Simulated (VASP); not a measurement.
# EuBi (F-43m) in VASP: a series of runs

Runs on EuBi. Level: PBE. Tasks: single point.

All numbers are computed with VASP 6.6.1; they aren't measurements. Logs are shortened: lines on timing, memory, paths and dates and some standing lists are left out, and cuts for length are marked.

**1. The cell of the first run**

The structure is cubic, space group F-43m (No. 216). The conventional cell has a = 7.283 Å, b = 7.283 Å, c = 7.283 Å, α = 90.00°, β = 90.00°, γ = 90.00°. Within 4.1 Å of Eu (site symmetry -43m) lie 4 Bi at 3.15 Å. Within 4.1 Å of Bi (site symmetry -43m) lie 4 Eu at 3.15 Å.

**2. Single point, PBE, collinear spin, ferromagnetic start (volume scaled by 0.945)**

File INCAR:

```
SYSTEM = EuBi
PREC = Accurate
ENCUT = 520
EDIFF = 1E-6
ISMEAR = 0
SIGMA = 0.05
LREAL = .False.
LASPH = .True.
NELM = 150
ALGO = Normal
ISIF = 2
LWAVE = .False.
LCHARG = .False.
ISPIN = 2
MAGMOM = 7.25 0
LORBIT = 11
LMAXMIX = 6
GGA = PE
NBANDS = 27
```

File KPOINTS:

```
Automatic mesh
0
Gamma
  8 8 8
  0 0 0
```

File POSCAR:

```
EuBi
1.0
    0.0000000000      3.6416141711      3.6416141711
    3.6416141711      0.0000000000      3.6416141711
    3.6416141711      3.6416141711      0.0000000000
Eu Bi
1 1
Direct
    0.0000000000      0.0000000000      0.0000000000
    0.2500000000      0.2500000000      0.2500000000
```

Potentials or basis: VASP PAW PBE potentials, release 64 (Eu, Bi_d).

Started as:

```bash
$ cat potpaw_PBE.64/Eu/POTCAR potpaw_PBE.64/Bi_d/POTCAR > POTCAR
$ mpirun -np 1 vasp_std > vasp.out
```

OUTCAR:

```text
SYSTEM = EuBi
   PREC = Accurate
   ENCUT = 520
   EDIFF = 1E-6
   ISMEAR = 0
   LREAL = .False.
   LASPH = .True.
   NELM = 150
   ISIF = 2
   ISPIN = 2
   LORBIT = 11
   GGA = PE

 ion  position               nearest neighbor table
   1  0.000  0.000  0.000-   2 3.15   2 3.15   2 3.15   2 3.15
   2  0.250  0.250  0.250-   1 3.15   1 3.15   1 3.15   1 3.15

  LATTYP: Found a face centered cubic cell.
 ALAT       =     7.2832283422

  Lattice vectors:

 A1 = (   0.0000000000,   3.6416141711,   3.6416141711)
 A2 = (   3.6416141711,   0.0000000000,   3.6416141711)
 A3 = (   3.6416141711,   3.6416141711,   0.0000000000)

Analysis of symmetry for initial positions (statically):
=====================================================================
 Subroutine PRICEL returns:
 Original cell was already a primitive cell.

 Routine SETGRP: Setting up the symmetry group for a
 face centered cubic supercell.

 Subroutine GETGRP returns: Found 24 space group operations
 (whereof 24 operations were pure point group operations)
 out of a pool of 48 trial point group operations.

The static configuration has the point symmetry T_d .

Analysis of symmetry for dynamics (positions and initial velocities):
=====================================================================
 Subroutine PRICEL returns:
 Original cell was already a primitive cell.

 Routine SETGRP: Setting up the symmetry group for a
 face centered cubic supercell.

 Subroutine GETGRP returns: Found 24 space group operations
 (whereof 24 operations were pure point group operations)
 out of a pool of 48 trial point group operations.

The dynamic configuration has the point symmetry T_d .

Analysis of structural, dynamic, and magnetic symmetry:
=====================================================================
 Subroutine PRICEL returns:
 Original cell was already a primitive cell.

 Routine SETGRP: Setting up the symmetry group for a
 face centered cubic supercell.

 Subroutine GETGRP returns: Found 24 space group operations
 (whereof 24 operations were pure point group operations)
 out of a pool of 48 trial point group operations.

The overall configuration has the point symmetry T_d .

 Subroutine INISYM returns: Found 24 space group operations
 (whereof 24 operations are pure point group operations),
 and found     1 'primitive' translations

----------------------------------------------------------------------------------------

                                     Primitive cell

  volume of cell :      96.5855

  direct lattice vectors                    reciprocal lattice vectors
     0.000000000  3.641614171  3.641614171    -0.137301750  0.137301750  0.137301750
     3.641614171  0.000000000  3.641614171     0.137301750 -0.137301750  0.137301750
     3.641614171  3.641614171  0.000000000     0.137301750  0.137301750 -0.137301750

  length of vectors
     5.150020150  5.150020150  5.150020150     0.237813608  0.237813608  0.237813608

  position of ions in fractional coordinates (direct lattice)
     0.000000000  0.000000000  0.000000000
     0.250000000  0.250000000  0.250000000

  ion indices of the primitive-cell ions
   primitive index   ion index
                 1           1
                 2           2

----------------------------------------------------------------------------------------

 KPOINTS: Automatic mesh

Automatic generation of k-mesh.
 Grid dimensions read from file:
 generate k-points for:    8    8    8

 Generating k-lattice:

  Cartesian coordinates                     Fractional coordinates (reciprocal lattice)
    -0.017162719  0.017162719  0.017162719     0.125000000  0.000000000  0.000000000
     0.017162719 -0.017162719  0.017162719     0.000000000  0.125000000  0.000000000
     0.017162719  0.017162719 -0.017162719     0.000000000  0.000000000  0.125000000

  Length of vectors
     0.029726701  0.029726701  0.029726701

  Shift w.r.t. Gamma in fractional coordinates (k-lattice)
     0.000000000  0.000000000  0.000000000

 Subroutine IBZKPT returns following result:
 ===========================================

 Found     29 irreducible k-points:

 Following reciprocal coordinates:
            Coordinates               Weight
  0.000000  0.000000  0.000000      1.000000
  0.125000  0.000000  0.000000      8.000000
  0.250000  0.000000  0.000000      8.000000
  0.375000  0.000000  0.000000      8.000000
  0.500000  0.000000  0.000000      4.000000
  0.125000  0.125000  0.000000      6.000000
[... 16 lines left out ...]
  0.500000  0.250000  0.125000     48.000000
 -0.375000  0.250000  0.125000     24.000000
 [... further k-points ...]
   k-points           NKPTS =     29   k-points in BZ     NKDIM =     29   number of bands    NBANDS=     27
   number of dos      NEDOS =    301   number of ions     NIONS =      2
   total plane-waves  NPLWV =  64000
   dimension x,y,z NGX =    40 NGY =   40 NGZ =   40
   dimension x,y,z NGXF=    80 NGYF=   80 NGZF=   80
   ions per type =               1   1
   NGX,Y,Z   is equivalent  to a cutoff of  12.91, 12.91, 12.91 a.u.
   NGXF,Y,Z  is equivalent  to a cutoff of  25.82, 25.82, 25.82 a.u.
 SYSTEM =  EuBi
   PREC   = accura    normal or accurate (medium, high low for compatibility)
   ISTART =      0    job   : 0-new  1-cont  2-samecut
   ICHARG =      2    charge: 1-file 2-atom 10-const
   ISPIN  =      2    spin polarized calculation?
   LNONCOLLINEAR =      F non collinear calculations
   LSORBIT =      F    spin-orbit coupling
   LASPH  =      T    aspherical Exc in radial PAW
   ENCUT  =  520.0 eV  38.22 Ry    6.18 a.u.   9.58  9.58  9.58*2*pi/ulx,y,z
   NELM   =    150;   NELMIN=  2; NELMDL= -5     # of ELM steps
   EDIFF  = 0.1E-05   stopping-criterion for ELM
   LREAL  =      F    real-space projection
   EDIFFG = 0.1E-04   stopping-criterion for IOM
   NSW    =      0    number of steps for IOM
   IBRION =     -1    ionic relax: 0-MD 1-quasi-New 2-CG
   NFREE  =      0    steps in history (QN), initial steepest desc. (CG)
   ISIF   =      2    stress and relaxation
   ISYM   =      2    0-nonsym 1-usesym 2-fastsym
   POTIM  = 0.5000    time-step for ionic-motion
   TEBEG  =    0.0;   TEEND  =   0.0 temperature during run
   PSTRESS=    0.0 pullay stress
   NELECT =      32.0000    total number of electrons
   NUPDOWN=      -1.0000    fix difference up-down
   EMIN   =  10.00;   EMAX   =-10.00  energy-range for DOS
   EFERMI =   0.00;   METHOD = LEGACY
   ISMEAR =     0;   SIGMA  =   0.05  broadening in eV -4-tet -1-fermi 0-gaus
   EFERMI_NEDOS =   21; number of points for ismear=-14 and -15
   IALGO  =     38    algorithm
   IMIX   =      4    mixing-type and parameters
     AMIX     =   0.40;   BMIX     =  1.00
     AMIX_MAG =   1.60;   BMIX_MAG =  1.00
  volume/ion in A,a.u.               =      48.29       325.90
  Fermi-wavevector in a.u.,A,eV,Ry     =   1.132803  2.140686 17.459563  1.283242
  Thomas-Fermi vector in A             =   2.269504
   LORBIT       =     11    0 simple, 1 ext, 2 COOP (PROOUT), +10 PAW based schemes
   GGA     = PE    functional components
   LHFCALC =     F    Hartree Fock is set to
   AEXX    =    0.0000 exact exchange contribution
   IVDW    =     0    specifies the selected vdW correction
   LEPSILON=     F    determine dielectric tensor
   LRPA    =     F    only Hartree local field effects (RPA)
 spin polarized calculation
 Gauss-broadening in eV      SIGMA  =   0.05
  energy-cutoff  :      520.00
  volume of cell :       96.59
 maximum number of plane-waves:      2640
 NGX is ok and might be reduce to    40
   NGX = 19   NGY = 19   NGZ = 19

 number of electron      31.9999989 magnetization       5.9982923

 Free energy of the ion-electron system (eV)
  ---------------------------------------------------
  ext. energy  EPLUGINS =         0.00000000
  ---------------------------------------------------
  free energy    TOTEN  =       -15.72421728 eV

  energy without entropy =      -15.71863716  energy(sigma->0) =      -15.72142722

 E-fermi :   1.5260     XC(G=0):  -7.9005

 val. band max:        1.5254606230   @ k =  -0.3750   0.5000   0.1250
 cond. band min:       1.5310846430   @ k =   0.3750   0.0000   0.0000
 fundamental gap:      0.0056240200
 Fermi energy:         1.5259833560

 spin component 1

 k-point     1 :       0.0000    0.0000    0.0000
  band No.  band energies     occupation
      1     -39.7452      1.00000
      2     -19.6865      1.00000
      3     -19.6865      1.00000
      4     -19.6865      1.00000
      5     -19.5994      1.00000
      6     -19.5994      1.00000
[... 19 lines left out ...]
     26       7.7049      0.00000
     27       8.7463      0.00000
[... 661 lines left out ...]
 k-point    24 :      -0.3750    0.2500    0.1250
  band No.  band energies     occupation
      1     -39.7446      1.00000
      2     -19.6665      1.00000
      3     -19.6636      1.00000
      4     -19.6245      1.00000
      5     -19.6008      1.00000
      6     -19.5997      1.00000
[... 19 lines left out ...]
     26       6.7026      0.00000
     27       9.3054      0.00000

 [... further k-points ...]

 spin component 2

 k-point     1 :       0.0000    0.0000    0.0000
  band No.  band energies     occupation
      1     -36.7553      1.00000
      2     -19.7175      1.00000
      3     -19.7175      1.00000
      4     -19.7175      1.00000
      5     -19.6682      1.00000
      6     -19.6682      1.00000
[... 19 lines left out ...]
     26       8.1129      0.00000
     27       9.1470      0.00000
[... 661 lines left out ...]
 k-point    24 :      -0.3750    0.2500    0.1250
  band No.  band energies     occupation
      1     -36.7543      1.00000
      2     -19.7086      1.00000
      3     -19.7076      1.00000
      4     -19.6911      1.00000
      5     -19.6689      1.00000
      6     -19.6679      1.00000
[... 19 lines left out ...]
     26       7.1199      0.00000
     27       9.5417      0.00000

 [... further k-points ...]

------------------------ aborting loop because EDIFF is reached ----------------------------------------

  FORCE on cell =-STRESS in cart. coord.  units (eV):
  Direction    XX          YY          ZZ          XY          YZ          ZX
  --------------------------------------------------------------------------------------
  -------------------------------------------------------------------------------------
  Total        0.6602054      0.6602054      0.6602054      0.0000000      0.0000000      0.0000000
  in kB       10.9516066     10.9516066     10.9516066      0.0000000      0.0000000      0.0000000
  external PRESSURE =      10.9516066 kB  Pullay stress =       0.0000000 kB

 VOLUME and BASIS-vectors are now :
 -----------------------------------------------------------------------------
  energy-cutoff  :      520.00
  volume of cell :       96.59
      direct lattice vectors                 reciprocal lattice vectors
     0.000000000  3.641614171  3.641614171    -0.137301750  0.137301750  0.137301750
     3.641614171  0.000000000  3.641614171     0.137301750 -0.137301750  0.137301750
     3.641614171  3.641614171  0.000000000     0.137301750  0.137301750 -0.137301750

 POSITION                                       TOTAL-FORCE (eV/Angst)
 -----------------------------------------------------------------------------------
      0.00000      0.00000      0.00000         0.000000      0.000000     -0.000000
      1.82081      1.82081      1.82081        -0.000000     -0.000000      0.000000
 -----------------------------------------------------------------------------------
    total drift:                                0.000000      0.000000      0.000000

  FREE ENERGIE OF THE ION-ELECTRON SYSTEM (eV)
  ---------------------------------------------------
  free  energy   TOTEN  =       -15.7242172800 eV

  energy  without entropy=      -15.7186371650  energy(sigma->0) =      -15.72142722

 total charge

# of ion       s       p       d       f       tot
--------------------------------------------------
    1        2.058   5.725   0.339   6.554  14.676
    2        1.451   1.681   9.871   0.000  13.003
--------------------------------------------------
tot          3.509   7.406  10.210   6.554  27.679

 magnetization (x)

# of ion       s       p       d       f       tot
--------------------------------------------------
    1       -0.006  -0.130   0.016   6.524   6.404
    2       -0.005  -0.317   0.002   0.000  -0.320
--------------------------------------------------
tot         -0.011  -0.447   0.018   6.524   6.084
```

Run time: 6.9 min. Hardware: 1 thread of Intel Xeon 6975P-C, shared host; peak memory 0.38 GiB.

Results:

```yaml
Free_energy: -15.7242 eV
Pressure: 1.1 GPa
Band_gap_on_the_k_mesh: zero (filled and empty bands overlap)
Net_moment: 6.00 μB per cell
Site_moments: Eu +6.40; Bi -0.32 μB
Valence_electrons_inside_the_program's_atomic_spheres: Eu 14.68; Bi 13.00
```

Caveat: spin-orbit coupling is left out, which moves the levels of the heavy elements; without U or exact exchange the open f shell lies at the Fermi level, which spoils levels, moments and volumes. The state reached can hang on the start; a lower one may exist.

(Part 1 of 2 ends here.)
